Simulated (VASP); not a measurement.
Wanted: the native input for a VASP 6.6.1 run.

```yaml
Task: single point
Functional: BLYP
Potentials_or_basis: VASP PAW PBE potentials, release 64 (Pt)
Cutoff: 520 eV
k_mesh: 10 × 10 × 10
Occupations: fermi-dirac, width 0.1 eV
Spin: no spin polarisation
Dipole_correction: no
Further_INCAR_settings: ALGO = Normal; EDIFF = 1e-06; NBANDS = 17
```

The structure of Pt lies in POSCAR:

```
Pt
1.0
    0.0000000000      3.0225624238      3.0225624238
    3.0225624238      0.0000000000      3.0225624238
    3.0225624238      3.0225624238      0.0000000000
Pt
2
Direct
    0.1250000000      0.1250000000      0.1250000000
    0.8750000000      0.8750000000      0.8750000000
```

This cell differs from its parent crystal: volume scaled by 1.08.

One way to write it, as run:

INCAR

```
PREC = Accurate
ENCUT = 520
EDIFF = 1E-6
ISMEAR = -1
SIGMA = 0.1
LREAL = False
LASPH = True
NELM = 60
ALGO = Normal
ISIF = 2
LWAVE = False
LCHARG = False
GGA = B5
ALDAX = 1.0
AGGAX = 1.0
AGGAC = 1.0
ALDAC = 0.0
NBANDS = 17
```

KPOINTS

```
regular mesh
0
Gamma
  10 10 10
```

Potentials or basis: VASP PAW PBE potentials, release 64 (Pt).

Run with:

```bash
$ cat potpaw_PBE.64/Pt/POTCAR > POTCAR
$ mpirun -np 1 vasp_std > vasp.out
```

Results of the run:

```json
{"Pressure": "-5.5 GPa", "Band gap on the k mesh": "zero (band 10 reaches 4.09 eV, above the bottom of band 11 at 3.61 eV)"}
```

Caveat: the PAW data sets were made with another functional, which shifts forces and pressure a little; spin-orbit coupling is left out, which moves the levels of the heavy elements.

It took 24 s on 1 thread of Intel(R) Xeon(R) 6975P-C (Granite Rapids), with other jobs on the host, peak memory 0.19 GiB.
